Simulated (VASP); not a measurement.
Input of a VASP 6.6.1 run:

File INCAR:

```
SYSTEM = ZrBr2F2
PREC = Accurate
ENCUT = 520
EDIFF = 1E-6
ISMEAR = 0
SIGMA = 0.1
LREAL = .FALSE.
LASPH = .TRUE.
NELM = 100
ALGO = Normal
ISIF = 2
LWAVE = .FALSE.
LCHARG = .FALSE.
LDIPOL = .TRUE.
IDIPOL = 3
DIPOL = 0.5 0.5 0.496
GGA = PE
NBANDS = 28
```

The input KPOINTS:

```
Automatic mesh
0
G
  4 4 1
  0 0 0
```

File POSCAR:

```
ZrBr2F2
1.0
    4.0631974800      0.0000000000      0.0000000000
    0.0000000000      4.0631974800      0.0000000000
    0.0000000000      0.0000000000     18.0000000000
Zr Br F
1 2 2
Direct
    0.5000000000      0.5000000000      0.4790000000
    0.5000000000      0.0000000000      0.5861855600
    0.0000000000      0.5000000000      0.5861855600
    0.0000000000      0.5000000000      0.4138144400
    0.5000000000      0.0000000000      0.4138144400
```

Potentials or basis: VASP PAW PBE potentials, release 64 (Zr_sv, Br, F).

Launch:

```console
$ cat potpaw_PBE.64/Zr_sv/POTCAR potpaw_PBE.64/Br/POTCAR potpaw_PBE.64/F/POTCAR > POTCAR
$ mpirun -np 1 vasp_std > vasp.out
```

Problem. What does it give for the largest force?

Solution. 1.659 eV/Å.

Problem. What does it give for the band gap on the k mesh?

Solution. Zero (band 20 reaches -1.73 eV, above the bottom of band 21 at -2.10 eV).

Forces in eV/Å, atoms in the order of the input:
```
Zr   0.000  0.000 -1.386
Br   0.000  0.000 -0.966
Br   0.000  0.000 -0.966
F    0.000  0.000  1.659
F    0.000  0.000  1.659
```

Caveat: the k points lie up to 0.39 Å⁻¹ apart.
